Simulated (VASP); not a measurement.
# RbAs8 (P-3m1) in VASP: a series of runs

RbAs8 is run at these levels: PBE+D3(BJ); tasks: single point, relaxation of cell and atoms.

Everything below comes from runs of VASP 6.6.1. Logs are shortened: lines on timing, memory, paths and dates and some standing lists are left out, and cuts for length are marked.

## Step 1: The cell of the first run

Symmetry: P-3m1, No. 164, trigonal system. The conventional cell has a = 7.215 Å, b = 7.215 Å, c = 7.090 Å, α = 90.00°, β = 90.00°, γ = 120.00°. Rb (site symmetry -3m) has 12 As at 3.57 to 4.71 Å within 4.8 Å. As (site symmetry 3m) has 3 As at 2.49 Å within 3.3 Å. As (site symmetry m) has 3 As at 2.49 Å within 3.3 Å.

## Step 2: Single point, PBE+D3(BJ)

Input file INCAR:

```
SYSTEM = RbAs8
PREC = Accurate
ENCUT = 520
EDIFF = 1E-6
ISMEAR = 0
SIGMA = 0.1
LREAL = .FALSE.
LASPH = .TRUE.
NELM = 60
ALGO = Normal
ISIF = 2
LWAVE = .FALSE.
LCHARG = .TRUE.
GGA = PE
IVDW = 12
LELF = .TRUE.
LVHAR = .TRUE.
NBANDS = 34
```

Input file KPOINTS:

```
Automatic mesh
0
G
  3 3 4
  0 0 0
```

Input file POSCAR:

```
RbAs8
1.0
    7.2154818790     -0.0000000027      0.0000000000
   -3.6077409371      6.2487906091      0.0000000000
    0.0000000000      0.0000000000      7.0901398317
Rb As
1 8
Direct
    0.0000000000      0.0000000000      0.5000000000
    0.3333333333      0.6666666667      0.1027676673
    0.3371542149      0.1685771075      0.0941295707
    0.8314228925      0.6628457851      0.0941295707
    0.8314228925      0.1685771075      0.0941295707
    0.1685771075      0.8314228925      0.9058704293
    0.1685771075      0.3371542149      0.9058704293
    0.6628457851      0.8314228925      0.9058704293
    0.6666666667      0.3333333333      0.8972323327
```

Potentials or basis: VASP PAW PBE potentials, release 64 (Rb_sv, As).

Command:

```
> cat potpaw_PBE.64/Rb_sv/POTCAR potpaw_PBE.64/As/POTCAR > POTCAR
> mpirun -np 1 vasp_std > vasp.out
```

OUTCAR:

```text
SYSTEM = RbAs8
   PREC = Accurate
   ENCUT = 520
   EDIFF = 1E-6
   ISMEAR = 0
   LREAL = .FALSE.
   LASPH = .TRUE.
   NELM = 60
   ISIF = 2
   GGA = PE
   IVDW = 12
 IVDW          = 12

 ion  position               nearest neighbor table
   1  0.000  0.000  0.500-   4 3.57   7 3.57   8 3.57   3 3.57   5 3.57   6 3.57
   2  0.333  0.667  0.103-   6 2.49   7 2.49   8 2.49
   3  0.337  0.169  0.094-   9 2.49   7 2.49   6 2.49   1 3.57
   4  0.831  0.663  0.094-   9 2.49   8 2.49   6 2.49   1 3.57
   5  0.831  0.169  0.094-   9 2.49   8 2.49   7 2.49   1 3.57
   6  0.169  0.831  0.906-   2 2.49   3 2.49   4 2.49   1 3.57
   7  0.169  0.337  0.906-   2 2.49   3 2.49   5 2.49   1 3.57
   8  0.663  0.831  0.906-   2 2.49   4 2.49   5 2.49   1 3.57
   9  0.667  0.333  0.897-   5 2.49   4 2.49   3 2.49

  LATTYP: Found a hexagonal cell.
 ALAT       =     7.2154818790
 C/A-ratio  =     0.9826287351

  Lattice vectors:

 A1 = (   7.2154818790,  -0.0000000027,   0.0000000000)
 A2 = (  -3.6077409371,   6.2487906091,   0.0000000000)
 A3 = (   0.0000000000,   0.0000000000,   7.0901398317)

Analysis of symmetry for initial positions (statically):
=====================================================================
 Subroutine PRICEL returns:
 Original cell was already a primitive cell.

 Routine SETGRP: Setting up the symmetry group for a
 hexagonal supercell.

 Subroutine GETGRP returns: Found 12 space group operations
 (whereof 12 operations were pure point group operations)
 out of a pool of 24 trial point group operations.

The static configuration has the point symmetry D_3d.

Analysis of symmetry for dynamics (positions and initial velocities):
=====================================================================
 Subroutine PRICEL returns:
 Original cell was already a primitive cell.

 Routine SETGRP: Setting up the symmetry group for a
 hexagonal supercell.

 Subroutine GETGRP returns: Found 12 space group operations
 (whereof 12 operations were pure point group operations)
 out of a pool of 24 trial point group operations.

The dynamic configuration has the point symmetry D_3d.

 Subroutine INISYM returns: Found 12 space group operations
 (whereof 12 operations are pure point group operations),
 and found     1 'primitive' translations

----------------------------------------------------------------------------------------

                                     Primitive cell

  volume of cell :     319.6805

  direct lattice vectors                    reciprocal lattice vectors
     7.215481879 -0.000000003  0.000000000     0.138590882  0.080015483  0.000000000
    -3.607740937  6.248790609  0.000000000     0.000000000  0.160030966  0.000000000
     0.000000000  0.000000000  7.090139832     0.000000000  0.000000000  0.141040942

  length of vectors
     7.215481879  7.215481879  7.090139832     0.160030966  0.160030966  0.141040942

  position of ions in fractional coordinates (direct lattice)
     0.000000000  0.000000000  0.500000000
     0.333333333  0.666666667  0.102767667
     0.337154215  0.168577107  0.094129571
     0.831422893  0.662845785  0.094129571
     0.831422893  0.168577107  0.094129571
     0.168577107  0.831422893  0.905870429
     0.168577107  0.337154215  0.905870429
     0.662845785  0.831422893  0.905870429
     0.666666667  0.333333333  0.897232333

  ion indices of the primitive-cell ions
   primitive index   ion index
                 1           1
                 2           2
                 3           3
                 4           4
                 5           5
                 6           6
                 7           7
                 8           8
                 9           9

----------------------------------------------------------------------------------------

 KPOINTS: Automatic mesh

Automatic generation of k-mesh.
 Grid dimensions read from file:
 generate k-points for:    3    3    4

 Generating k-lattice:

  Cartesian coordinates                     Fractional coordinates (reciprocal lattice)
[... 57 lines left out ...]
     34       5.1671      0.00000

 k-point     5 :       0.3333    0.0000    0.2500
  band No.  band energies     occupation
      1     -25.9468      2.00000
      2     -12.2973      2.00000
      3     -11.2635      2.00000
      4     -10.4055      2.00000
      5     -10.3713      2.00000
      6     -10.0718      2.00000
[... 26 lines left out ...]
     33       4.8381      0.00000
     34       5.0426      0.00000

 k-point     6 :       0.0000    0.3333    0.2500
  band No.  band energies     occupation
      1     -25.9468      2.00000
      2     -12.2970      2.00000
      3     -11.2687      2.00000
      4     -10.3759      2.00000
      5     -10.3686      2.00000
      6     -10.0685      2.00000
[... 26 lines left out ...]
     33       4.8864      0.00000
     34       4.9310      0.00000

 k-point     7 :       0.3333    0.3333    0.2500
  band No.  band energies     occupation
      1     -25.9468      2.00000
      2     -11.6018      2.00000
      3     -11.6018      2.00000
      4     -11.5723      2.00000
      5     -10.0691      2.00000
      6     -10.0691      2.00000
[... 26 lines left out ...]
     33       4.9708      0.00000
     34       5.2922      0.00000

 k-point     8 :       0.0000    0.0000    0.5000
  band No.  band energies     occupation
      1     -25.9468      2.00000
      2     -12.6695      2.00000
      3     -10.2556      2.00000
      4     -10.2050      2.00000
      5     -10.2050      2.00000
      6     -10.0892      2.00000
[... 26 lines left out ...]
     33       4.3366      0.00000
     34       4.8303      0.00000

 k-point     9 :       0.3333    0.0000    0.5000
  band No.  band energies     occupation
      1     -25.9468      2.00000
      2     -12.3044      2.00000
      3     -11.2716      2.00000
      4     -10.4115      2.00000
      5     -10.3255      2.00000
      6     -10.0716      2.00000
[... 26 lines left out ...]
     33       4.8841      0.00000
     34       4.9857      0.00000

 k-point    10 :       0.3333    0.3333    0.5000
  band No.  band energies     occupation
      1     -25.9468      2.00000
      2     -11.6001      2.00000
      3     -11.5979      2.00000
      4     -11.5979      2.00000
      5     -10.0729      2.00000
      6     -10.0729      2.00000
[... 26 lines left out ...]
     33       5.0860      0.00000
     34       5.0866      0.00000

------------------------ aborting loop because EDIFF is reached ----------------------------------------

 Edisp (eV)   -2.34565

 E8    (eV) :    -1.0443

  FORCE on cell =-STRESS in cart. coord.  units (eV):
  Direction    XX          YY          ZZ          XY          YZ          ZX
  --------------------------------------------------------------------------------------
  -------------------------------------------------------------------------------------
  Total       0.24547     0.24547     0.43889     0.00000     0.00000    -0.00000
  in kB       1.23025     1.23025     2.19962     0.00000     0.00000    -0.00000
  external pressure =        1.55 kB  Pullay stress =        0.00 kB

 VOLUME and BASIS-vectors are now :
 -----------------------------------------------------------------------------
  energy-cutoff  :      520.00
  volume of cell :      319.68
      direct lattice vectors                 reciprocal lattice vectors
     7.215481879 -0.000000003  0.000000000     0.138590882  0.080015483  0.000000000
    -3.607740937  6.248790609  0.000000000     0.000000000  0.160030966  0.000000000
     0.000000000  0.000000000  7.090139832     0.000000000  0.000000000  0.141040942

 POSITION                                       TOTAL-FORCE (eV/Angst)
 -----------------------------------------------------------------------------------
      0.00000      0.00000      3.54507         0.000000      0.000000      0.000000
      0.00000      4.16586      0.72864         0.000000      0.000000      0.068906
      1.82455      1.05340      0.66739        -0.004541     -0.002622      0.063784
      3.60774      4.14198      0.66739         0.000000      0.005244      0.063784
      5.39093      1.05340      0.66739         0.004541     -0.002622      0.063784
     -1.78319      5.19539      6.42275        -0.004541      0.002622     -0.063784
      0.00000      2.10681      6.42275        -0.000000     -0.005244     -0.063784
      1.78319      5.19539      6.42275         0.004541      0.002622     -0.063784
      3.60774      2.08293      6.36150         0.000000     -0.000000     -0.068906
 -----------------------------------------------------------------------------------
    total drift:                               -0.000000     -0.000000     -0.000000

  FREE ENERGIE OF THE ION-ELECTRON SYSTEM (eV)
  ---------------------------------------------------
  free  energy   TOTEN  =       -41.5539269862 eV

  energy  without entropy=      -41.5333285826  energy(sigma->0) =      -41.54362778
```

Wall time 77 s (1 thread of Intel Xeon 6975P-C (Granite Rapids), shared host); peak memory 0.41 GiB.

What came out:

| Quantity | Value |
| --- | --- |
| Free energy | -41.5539 eV |
| Pressure | 0.2 GPa |
| Largest force | 0.069 eV/Å |
| Band gap on the k mesh | zero (an odd number of electrons rules out a gap without spin polarisation) |
| Dispersion energy per atom | -0.261 eV |

Forces on the atoms (eV/Å):
```
Rb   0.000  0.000  0.000
As   0.000  0.000  0.069
As  -0.005 -0.003  0.064
As   0.000  0.005  0.064
As   0.005 -0.003  0.064
As  -0.005  0.003 -0.064
As   0.000 -0.005 -0.064
As   0.005  0.003 -0.064
As   0.000  0.000 -0.069
```

## Step 3: Single point, PBE+D3(BJ)

This run uses another cell than the first one, of 30.92 Å³/atom.

Input file INCAR:

```
ALGO     = Normal         # electronic algorithm
EDIFF    = 1E-6           # SCF threshold, eV
ENCUT    = 520            # plane-wave cutoff, eV
GGA      = PE             # functional
ISIF     = 2              # what is computed and relaxed
ISMEAR   = 0              # smearing method
IVDW     = 12             # dispersion correction
LASPH    = T              # aspherical terms in the spheres
LCHARG   = T              # write CHGCAR
LELF     = T              # ELF
LREAL    = F              # projectors in reciprocal space
LVHAR    = T            
LWAVE    = F              # write WAVECAR
NBANDS   = 34             # bands
NELM     = 100            # most SCF steps
PREC     = Accurate       # precision mode
SIGMA    = 0.1            # smearing width, eV
```

Input file KPOINTS:

```
k-points
0
Gamma
  3 3 4
```

Input file POSCAR:

```
RbAs8
1.0
    7.6770576100      0.0000000000      0.0000000000
   -3.8385288000      6.6485269100      0.0000000000
    0.0000000000      0.0000000000      5.4526530500
Rb As
1 8
Direct
    0.0000000000      0.0000000000      0.5000000000
    0.3333333300      0.6666666700      0.1156940500
    0.3333333300      0.1666666700      0.1156940500
    0.8333333300      0.6666666700      0.1156940500
    0.8333333300      0.1666666700      0.1156940500
    0.1666666700      0.8333333300      0.8843059500
    0.1666666700      0.3333333300      0.8843059500
    0.6666666700      0.8333333300      0.8843059500
    0.6666666700      0.3333333300      0.8843059500
```

Potentials or basis: VASP PAW PBE potentials, release 64 (Rb_sv, As).

Command:

```
> cat potpaw_PBE.64/Rb_sv/POTCAR potpaw_PBE.64/As/POTCAR > POTCAR
> mpirun -np 1 vasp_std > vasp.out
```

Wall time 62 s (1 thread of Intel Xeon 6975P-C (Granite Rapids), shared host); peak memory 0.4 GiB.

The run converged. Its results:

```
Free energy                : -40.4516 eV
Pressure                   : -0.2 GPa
Largest force              : 0.729 eV/Å
Band gap on the k mesh     : zero (an odd number of electrons rules out a gap without spin polarisation)
Dispersion energy per atom : -0.283 eV
```

Forces on the atoms (eV/Å):
```
Rb   0.000  0.000  0.000
As   0.000  0.000  0.364
As   0.595  0.344 -0.242
As   0.000 -0.687 -0.242
As  -0.595  0.344 -0.242
As   0.595 -0.344  0.242
As   0.000  0.687  0.242
As  -0.595 -0.344  0.242
As   0.000  0.000 -0.364
```

Stress tensor (GPa, compression positive):
```
-1.85  0.00  0.00
 0.00 -1.85  0.00
 0.00  0.00  3.24
```

Levels at points of the mesh, in eV from the Fermi level:
```
           k point  band 21  band 22  band 23  band 24  band 25  band 26  band 27  band 28
(0.00, 0.00, 0.00)    -2.20    -2.19    -2.19    -2.06    -0.35     0.00     0.02     0.02
(0.00, 0.00, 0.50)    -2.80    -2.13    -2.13    -0.97    -0.53     0.24     0.24     0.37
```

## Step 4: Relaxation of cell and atoms, PBE+D3(BJ)

This run uses another cell than the first one, of 30.92 Å³/atom.

Input file INCAR:

```
PREC = Accurate ; ENCUT = 600
EDIFF = 1E-6 ; ISMEAR = 0
SIGMA = 0.1 ; LREAL = F
LASPH = T ; NELM = 100
ALGO = Normal ; ISIF = 3
LWAVE = F ; LCHARG = F
GGA = PE ; IVDW = 12
IBRION = 2 ; NSW = 90
EDIFFG = -0.04
```

Input file KPOINTS:

```
regular mesh
0
Gamma
  3 3 4
```

POSCAR is that of step 3.

Command:

```
> cat potpaw_PBE.64/Rb_sv/POTCAR potpaw_PBE.64/As/POTCAR > POTCAR
> mpirun -np 1 vasp_std > vasp.out
```

Wall time 19 min (1 thread of Intel Xeon 6975P-C (Granite Rapids), shared host); peak memory 0.55 GiB.

It converged, with:

- Free energy: -41.5508 eV
- Relaxed volume: 35.29 Å³/atom
- Relaxed cell: a = 7.222 Å, b = 7.222 Å, c = 7.033 Å, α = 90.00°, β = 90.00°, γ = 120.00°
- Space group after relaxing (to 0.1 Å): P-3m1 (No. 164)
- Energy gained by relaxing: 122.1 meV/atom
- Ionic steps: 26
- Pressure after relaxing: 0.0 GPa
- Largest force after relaxing: 0.015 eV/Å
- Band gap on the k mesh: zero (an odd number of electrons rules out a gap without spin polarisation)
- Dispersion energy per atom: -0.262 eV

Forces in eV/Å, atoms in the order of the input:
```
Rb   0.000  0.000  0.000
As   0.000  0.000 -0.005
As   0.003  0.002 -0.014
As   0.000 -0.003 -0.014
As  -0.003  0.002 -0.014
As   0.003 -0.002  0.014
As   0.000  0.003  0.014
As  -0.003 -0.002  0.014
As   0.000  0.000  0.005
```

Stress tensor (GPa, compression positive):
```
0.00 0.00 0.00
0.00 0.00 0.00
0.00 0.00 0.11
```

The path:
```csv
step,energy change (eV),largest force (eV/Å),pressure (GPa),volume (Å³)
1,0.0000,0.7287,-0.15,278.31
2,-0.3852,0.5177,0.29,276.94
3,-0.7616,0.7928,1.94,271.48
4,-0.8167,0.9515,-1.54,292.50
5,-0.8763,0.6522,-0.23,283.57
6,-1.0004,0.2016,0.16,289.78
7,-1.0147,0.1174,0.35,292.49
8,-1.0147,0.1146,0.36,292.67
9,-1.0201,0.2348,-0.20,298.55
10,-1.0203,0.2164,-0.12,297.64
11,-1.0270,0.0829,-0.01,299.86
12,-1.0289,0.1475,0.08,301.73
13,-1.0333,0.1404,0.02,303.31
14,-1.0439,0.1454,-0.18,308.04
15,-1.0517,0.2377,-0.52,317.46
16,-1.0548,0.2384,-0.49,318.18
17,-1.0625,0.2408,-0.40,320.33
18,-1.0691,0.2447,-0.22,324.54
19,-1.0752,0.2088,-0.13,323.81
20,-1.0860,0.1559,0.13,321.64
21,-1.0869,0.1760,0.24,320.76
22,-1.0918,0.0884,0.03,321.34
23,-1.0925,0.1302,-0.09,321.68
24,-1.0942,0.1176,-0.08,321.27
25,-1.0978,0.0797,-0.04,320.06
26,-1.0991,0.0147,0.04,317.63
```

Final structure:
```
Rb As
1.0
     7.22159    0.00000    0.00000
    -3.61079    6.25408    0.00000
     0.00000    0.00000    7.03280
Rb As
1 8
Direct
  0.00000 0.00000 0.50000
  0.33333 0.66667 0.10450
  0.33749 0.16875 0.09508
  0.83125 0.66251 0.09508
  0.83125 0.16875 0.09508
  0.16875 0.83125 0.90492
  0.16875 0.33749 0.90492
  0.66251 0.83125 0.90492
  0.66667 0.33333 0.89550
```

Levels at points of the mesh, in eV from the Fermi level:
| k point | band 22 | band 23 | band 24 | band 25 | band 26 | band 27 |
| --- | --- | --- | --- | --- | --- | --- |
| (0.00, 0.00, 0.00) | -2.63 | -1.61 | -1.61 | 0.20 | 0.20 | 0.21 |
| (0.00, 0.00, 0.50) | -2.05 | -1.61 | -1.61 | -0.01 | 0.30 | 0.30 |

Caveat: a cell axis changed by over 15 % at a fixed basis, so the end point is rough.

## Step 5: Single point, PBE+D3(BJ)

Input file INCAR:

```
SYSTEM = RbAs8
PREC = Accurate
ENCUT = 520
EDIFF = 1E-6
ISMEAR = 0
SIGMA = 0.1
LREAL = .False.
LASPH = .True.
NELM = 60
ALGO = Normal
ISIF = 2
LWAVE = .False.
LCHARG = .False.
GGA = PE
IVDW = 12
NBANDS = 34
```

Input file KPOINTS:

```
regular mesh
0
Gamma
  6 6 6
  0 0 0
```

Input file POSCAR:

```
RbAs8
1.0
    7.2222077446      0.0000000000      0.0000000000
   -3.6111038723      6.2546153783      0.0000000000
    0.0000000000      0.0000000000      7.0906120260
Rb As
1 8
Direct
    0.0000000000      0.0000000000      0.5000000000
    0.3333333333      0.6666666667      0.1023274033
    0.3370066139      0.1685033069      0.0938570650
    0.8314966931      0.6629933861      0.0938570650
    0.8314966931      0.1685033069      0.0938570650
    0.1685033069      0.8314966931      0.9061429350
    0.1685033069      0.3370066139      0.9061429350
    0.6629933861      0.8314966931      0.9061429350
    0.6666666667      0.3333333333      0.8976725967
```

Command:

```
> cat potpaw_PBE.64/Rb_sv/POTCAR potpaw_PBE.64/As/POTCAR > POTCAR
> mpirun -np 1 vasp_std > vasp.out
```

Run time: 5.2 min. Hardware: 1 thread of Intel Xeon 6975P-C (Granite Rapids), shared host; peak memory 0.58 GiB.

It converged, with:

- Free energy: -41.4923 eV
- Pressure: 0.2 GPa
- Largest force: 0.069 eV/Å
- Band gap on the k mesh: zero (an odd number of electrons rules out a gap without spin polarisation)
- Dispersion energy per atom: -0.260 eV

Forces in eV/Å, atoms in the order of the input:
```
Rb   0.000  0.000  0.000
As   0.000  0.000  0.069
As   0.001  0.001  0.067
As   0.000 -0.001  0.067
As  -0.001  0.001  0.067
As   0.001 -0.001 -0.067
As   0.000  0.001 -0.067
As  -0.001 -0.001 -0.067
As   0.000  0.000 -0.069
```

Levels at points of the mesh, in eV from the Fermi level:
| k point | band 20 | band 21 | band 22 | band 23 | band 24 | band 25 | band 26 | band 27 | band 28 | band 29 |
| --- | --- | --- | --- | --- | --- | --- | --- | --- | --- | --- |
| (0.00, 0.00, 0.00) | -3.36 | -3.34 | -2.77 | -1.81 | -1.81 | 0.03 | 0.03 | 0.03 | 0.23 | 1.13 |
| (0.50, 0.00, 0.00) | -2.96 | -2.96 | -2.83 | -2.45 | -2.41 | -0.26 | -0.15 | 0.83 | 0.91 | 1.20 |
| (0.00, 0.00, 0.50) | -3.42 | -3.42 | -2.21 | -1.81 | -1.81 | -0.20 | 0.13 | 0.13 | 0.26 | 0.98 |
| (0.50, 0.00, 0.50) | -2.96 | -2.92 | -2.85 | -2.34 | -2.12 | -0.08 | -0.01 | 0.58 | 0.79 | 1.39 |

## Step 6: The runs side by side

```tsv
task	cell	k mesh	cutoff (eV)	gap on the mesh (eV)	pressure (GPa)	largest force (eV/Å)
single point	a = 7.215, b = 7.215, c = 7.090 Å, angles 90.0, 90.0, 120.0°, 9 atoms, atomic positions A	3 × 3 × 4	520	none	0.2	0.07
single point	a = 7.677, b = 7.677, c = 5.453 Å, angles 90.0, 90.0, 120.0°, 9 atoms, atomic positions B	3 × 3 × 4	520	none	-0.2	0.73
relaxation of cell and atoms	relaxed from a = 7.677, b = 7.677, c = 5.453 Å, angles 90.0, 90.0, 120.0°, 9 atoms, atomic positions B	3 × 3 × 4	600	none	0.0	0.01
single point	a = 7.222, b = 7.222, c = 7.091 Å, angles 90.0, 90.0, 120.0°, 9 atoms, atomic positions A	6 × 6 × 6	520	none	0.2	0.07
```

Alike in all rows: level PBE+D3(BJ); potentials or basis VASP PAW PBE potentials, release 64 (Rb_sv, As); no spin polarisation; smearing gaussian 0.1 eV.

Caveats: a cell axis changed by over 15 % at a fixed basis, so the end point is rough (at least some runs).

Absolute energies hang on the potentials; compare differences alone.
